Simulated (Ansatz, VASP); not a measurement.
**One calculation of TaS2, two programs**

```
CELL_PARAMETERS angstrom
3.38350 0.00000 0.00000
-1.69175 2.93020 0.00000
0.00000 0.00000 5.86000
ATOMIC_POSITIONS crystal
Ta 0.00000 0.00000 0.00000
S 0.33333 0.66667 0.25000
S 0.66667 0.33333 0.75000
```

Change from the starting cell: equal xx and yy strain of +1 %, crystal datasets.

Alike in both runs: task electric field gradients; functional PBEsol; k mesh 8 × 8 × 4; occupations fermi-dirac, width 0.02 eV; no spin polarisation.

|  | VASP | Ansatz |
| --- | --- | --- |
| version | VASP 6.6.1 | Ansatz 0.2.0 |
| potentials or method | VASP PAW PBE potentials, release 64 (Ta_pv, S), cutoff 400 eV | all-electron PAW with datasets made for the crystal, scalar-relativistic |

Ansatz gave:

| Property | Result |
| --- | --- |
| pressure (GPa) | 1.5 |
| traceless stress, the component that is largest in VASP (GPa) | 3.84 |
| rms of the force components (eV/Å) | 0.326 |
| size of Vzz on the site where it differs most (V/Å²) | 165.0 |

What did VASP give for the same quantities?

Pressure (GPa): 1.6; traceless stress, the component that is largest in VASP (GPa): 3.91; rms of the force components (eV/Å): 0.341; size of Vzz on the site where it differs most (V/Å²): 134.5.

VASP's potentials were made for PBE, not for PBEsol. Atom by atom the forces differ by 0.014 eV/Å (rms over components). Ansatz ran all-electron here, and VASP with PAW potentials.

Neither program's run includes spin-orbit coupling.
